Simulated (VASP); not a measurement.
Input of a VASP 6.6.1 run:

File INCAR:

```
PREC = Accurate ; ENCUT = 520
EDIFF = 1E-7 ; ISMEAR = 0
SIGMA = 0.1 ; LREAL = F
LASPH = T ; NELM = 80
ALGO = Fast ; ISIF = 2
LWAVE = F ; LCHARG = F
GGA = PE ; NBANDS = 39
```

Contents of KPOINTS:

```
Automatic mesh
0
Gamma
  8 9 9
```

The input POSCAR:

```
Hf
1.0
    0.0000000000      0.0000000000     -5.0685089194
   -4.8060138187     -2.7747533719      0.0000000000
    0.0000000000      5.5495067439      0.0000000000
Hf
6
Direct
    0.7500000000      0.6666666667      0.6666666667
    0.7500000000      0.0000000000      0.3333333333
    0.7500000000      0.3333333333      1.0000000000
    0.2500000000      0.3333333333      0.3333333333
    0.2500000000      0.6666666667      1.0000000000
    0.2500000000      1.0000000000      0.6666666667
```

Potentials or basis: VASP PAW PBE potentials, release 64 (Hf_pv).

Launch:

```bash
$ cat potpaw_PBE.64/Hf_pv/POTCAR > POTCAR
$ mpirun -np 1 vasp_std > vasp.out
```

(1) Estimate the pressure.

(2) Estimate the band gap on the k mesh.

Results:

(1) -0.4 GPa.

(2) zero (band 30 reaches 5.24 eV, above the bottom of band 31 at 4.59 eV).

Caveat: spin-orbit coupling is left out, which moves the levels of the heavy elements.
